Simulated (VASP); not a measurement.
# Ca: relaxation of shape and atoms at fixed volume with PBEsol

The system is Ca.

```
Ca
1.0
     3.89181    0.00000    0.00000
    -1.94591    3.37041    0.00000
     0.00000    0.00000    6.40296
Ca
2
Direct
  0.33333 0.66667 0.25000
  0.66667 0.33333 0.75000
```

This isn't the form of Ca at room conditions, which is fcc.

| Quantity | Value |
| --- | --- |
| Program | VASP 6.6.1 |
| Task | relaxation of shape and atoms at fixed volume |
| Functional | PBEsol |
| Potentials or basis | VASP PAW PBE potentials, release 64 (Ca_sv) |
| Cutoff | 600 eV |
| k mesh | 12 × 12 × 8 |
| Occupations | gaussian, width 0.1 eV |
| Spin | no spin polarisation |
| Dipole correction | no |
| Further INCAR settings | ALGO = Fast; EDIFF = 1e-06; IBRION = 2; EDIFFG = -0.01; NSW = 50; ISIF = 4 |

```yaml
Pressure_after_relaxing: -0.5 GPa
Band_gap_on_the_k_mesh: zero (bands 10 and 11 overlap by 0.49 eV)
```

Final structure:
```
Ca
1.0
     3.89181    0.00000    0.00000
    -1.94591    3.37041    0.00000
     0.00000    0.00000    6.40296
Ca
2
Direct
  0.33333 0.66667 0.25000
  0.66667 0.33333 0.75000
```

Levels at points of the mesh, in eV from the Fermi level:
```csv
k point,band 6,band 7,band 8,band 9,band 10,band 11,band 12,band 13,band 14
"(0.00, 0.00, 0.00)",-22.87,-22.87,-22.87,-4.11,-1.10,-0.24,2.23,2.27,2.29
"(0.50, 0.00, 0.00)",-22.93,-22.90,-22.90,-1.15,-0.71,0.18,0.34,1.34,1.88
"(0.00, 0.00, 0.50)",-22.88,-22.88,-22.88,-3.09,-3.09,1.34,1.34,2.26,2.26
"(0.50, 0.00, 0.50)",-22.91,-22.91,-22.91,-0.73,-0.73,0.08,0.08,1.42,1.42
```

It took 2.1 min on 1 thread of Intel(R) Xeon(R) Platinum 8559C (Emerald Rapids) (shared host), peak memory 0.3 GiB.

Caveat: the relaxation stopped at its first step, so nothing moved; the PAW data sets were made with another functional, which shifts forces and pressure a little.
